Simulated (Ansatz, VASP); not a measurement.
**BP: VASP beside Ansatz**

File POSCAR:

```
BP
1.0
    0.0000000000      2.2383340787      2.2383340787
    2.2383340787      0.0000000000      2.2383340787
    2.2383340787      2.2383340787      0.0000000000
P B
1 1
Direct
    0.7500000000      0.7500000000      0.7500000000
    0.0000000000      0.0000000000      0.0000000000
```

The input INCAR.step1:

```
SYSTEM = BP
PREC = Accurate
ENCUT = 520
ISMEAR = -1
SIGMA = 0.05
LREAL = .False.
LASPH = .True.
NELM = 100
NBANDS = 11
GGA = PE
ALGO = Normal
EDIFF = 1E-4
LWAVE = .True.
LCHARG = .False.
```

INCAR.step2

```
SYSTEM = BP
PREC = Accurate
ENCUT = 520
EDIFF = 1E-6
ISMEAR = -1
SIGMA = 0.05
LREAL = .False.
LASPH = .True.
NELM = 100
ALGO = Normal
ISIF = 2
LWAVE = .False.
LCHARG = .False.
METAGGA = R2SCAN
LMIXTAU = .True.
LUSE_VDW = .True.
IVDW_NL = 2
BPARAM = 11.95
CPARAM = 0.0093
NBANDS = 11
ISTART = 1
```

Contents of KPOINTS:

```
Automatic mesh
0
Gamma
  10 10 10
  0 0 0
```

File input.yaml:

```yaml
crystal:
  lattice:
    - [0.0, 2.2383340787, 2.2383340787]
    - [2.2383340787, 0.0, 2.2383340787]
    - [2.2383340787, 2.2383340787, 0.0]
  atoms:
    - { symbol: P, position: [0.75, 0.75, 0.75] }
    - { symbol: B, position: [0.0, 0.0, 0.0] }
hamiltonian:
  xc: r2scan
  pseudopotentials: { kind: paw }
  dispersion: rvv10
kpoints:
  mp_grid: { grid: [10, 10, 10] }
scf:
  occupations: { method: fermi_dirac, width: 0.05 }
output:
  forces: true
  stress: true
  eigenvalues: true
```

Alike in both runs: task single point; functional r2SCAN; dispersion rVV10; k mesh 10 × 10 × 10; occupations fermi-dirac, width 0.05 eV; no spin polarisation.

```csv
,VASP,Ansatz
version,VASP 6.6.1,Ansatz 0.2.0
potentials or method,"VASP PAW PBE potentials, release 64 (P, B)",Ansatz PAW
plane-wave cutoff (eV),520,500
valence electrons in the cell,8,8
```

```csv
,VASP,Ansatz,Ansatz less VASP
gap on the k mesh at the Fermi level (eV),1.36,1.33,-0.029
least direct gap on the mesh (eV),3.70,3.66,-0.040
pressure (GPa),6.1,6.6,+0.48
```

VASP's potentials were made for PBE, not for r2SCAN.
